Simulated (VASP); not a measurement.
Runs of VASP 6.6.1 on Y. The structure is that of space group Pm-3m (No. 221), or close to it. The cells are those of the table. This isn't the form of Y at room conditions, which is hcp.

```tsv
cell	gap on the mesh (eV)	pressure (GPa)
a = 3.351 Å, 1 atom	none	(b)
a = 3.177 Å, 1 atom	none	2.4
a = 3.310 Å, 1 atom	none	-0.8
a = 3.222 Å, 1 atom	none	(a)
a = 3.130 Å, 1 atom	none	4.0
```

Alike in all rows: task single point; level r2SCAN; potentials or basis VASP PAW PBE potentials, release 64 (Y_sv); no spin polarisation; k mesh 11 × 11 × 11; cutoff (eV) 550; smearing fermi-dirac 0.1 eV.

Fill in the values left out.

(a) 0.4; (b) -1.8.

Caveats: the PAW data sets were made with another functional, which shifts forces and pressure a little; the cell stands under pressure (at least some runs).

A k mesh can miss the band edges, and the runs leave out spin-orbit coupling on Y.

A gap of «none» marks levels without a gap at the run's occupations.
